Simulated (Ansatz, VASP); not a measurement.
# SiC: VASP beside Ansatz

File INCAR:

```
SYSTEM = SiC
PREC = Accurate
ENCUT = 600
EDIFF = 1E-6
ISMEAR = 0
SIGMA = 0.01
LREAL = .FALSE.
LASPH = .TRUE.
NELM = 120
ALGO = Normal
ISIF = 2
LWAVE = .FALSE.
LCHARG = .FALSE.
GGA = PS
NBANDS = 11
GGA_COMPAT = .FALSE.
```

File KPOINTS:

```
Automatic mesh
0
G
  10 10 10
  0 0 0
```

Contents of POSCAR:

```
SiC
1.0
    0.0000000000      2.1784301831      2.1784301831
    2.1784301831      0.0000000000      2.1784301831
    2.1784301831      2.1784301831      0.0000000000
Si C
1 1
Direct
    0.0000000000      0.0000000000      0.0000000000
    0.2500000000      0.2500000000      0.2500000000
```

Input for Ansatz:

```yaml
crystal:
  lattice:
    - [0.0, 2.1784301718, 2.1784301718]
    - [2.1784301718, 0.0, 2.1784301718]
    - [2.1784301718, 2.1784301718, 0.0]
  atoms:
    - { symbol: Si, position: [0.0, 0.0, 0.0] }
    - { symbol: C, position: [0.25, 0.25, 0.25] }
basis:
  ecutwfc: 420
kpoints:
  mp_grid: { grid: [10, 10, 10] }
  band_path:
    path:
      - [0.0, 0.0, 0.0]
      - [0.0, 0.0, 0.0]
      - [0.0, 0.0, 0.0]
      - [0.0, 0.0, 0.0]
      - [0.0, 0.0, 0.0]
      - [0.0, 0.0, 0.0]
      - [0.0, 0.0, 0.0]
      - [0.0, 0.0, 0.0]
      - [0.0, 0.0, 0.0]
      - [0.0, 0.0, 0.0]
      - [0.0, 0.0, 0.0]
      - [0.0, 0.0, 0.0]
      - [0.0, 0.0, 0.0]
      - [0.0, 0.0, 0.0]
      - [0.0, 0.0, 0.0]
      - [0.0, 0.0, 0.0]
      - [0.0, 0.0, 0.0]
      - [0.0, 0.0, 0.0]
      - [0.0, 0.0, 0.0]
      - [0.0, 0.0, 0.0]
      - [0.0, 0.0, 0.0]
      - [0.0, 0.0, 0.0]
      - [0.0, 0.0, 0.0]
      - [0.0, 0.0, 0.0]
      - [0.0, 0.0, 0.0]
      - [0.0, 0.0, 0.0]
      - [0.3, 0.3, 0.0]
      - [0.3166666667, 0.3166666667, 0.0]
      - [0.3333333333, 0.3333333333, 0.0]
      - [0.35, 0.35, 0.0]
      - [0.3666666667, 0.3666666667, 0.0]
      - [0.3833333333, 0.3833333333, 0.0]
      - [0.4, 0.4, 0.0]
      - [0.4166666667, 0.4166666667, 0.0]
      - [0.4333333333, 0.4333333333, 0.0]
      - [0.45, 0.45, 0.0]
      - [0.4666666667, 0.4666666667, 0.0]
      - [0.4833333333, 0.4833333333, 0.0]
      - [0.5, 0.5, 0.0]
      - [0.5, 0.5, 0.5]
      - [0.5, 0.5, 0.5]
      - [0.5, 0.5, 0.5]
      - [0.5, 0.5, 0.5]
      - [0.5, 0.5, 0.5]
      - [0.5, 0.5, 0.5]
      - [0.5, 0.5, 0.5]
      - [0.5, 0.5, 0.5]
      - [0.5, 0.5, 0.5]
      - [0.5, 0.5, 0.5]
      - [0.5, 0.5, 0.5]
      - [0.5, 0.5, 0.5]
      - [0.5, 0.5, 0.5]
    npoints: 1
hamiltonian:
  xc: pbesol
  pseudopotentials: { kind: paw }
scf:
  occupations: { method: fixed }
  n_extra_bands: 5
output:
  eigenvalues: true
```

Alike in both runs: task single point; functional PBEsol; k mesh 10 × 10 × 10; no spin polarisation.

```csv
,VASP,Ansatz
version,VASP 6.6.1,Ansatz 0.2.0
potentials or method,"VASP PAW PBE potentials, release 64 (Si, C), cutoff 600 eV","scalar-relativistic, plane waves, PAW"
occupations,"gaussian, width 0.01 eV",fixed
valence electrons in the cell,8,8
```

Ansatz gave:

| Item | Value |
| --- | --- |
| gap on the k mesh at the Fermi level (eV) | 1.24 |
| least direct gap on the mesh (eV) | 4.45 |

Problem. What did VASP give for the same quantities?

Solution. gap on the k mesh at the Fermi level (eV): 1.23; least direct gap on the mesh (eV): 4.44.

VASP's potentials were made for PBE, not for PBEsol.
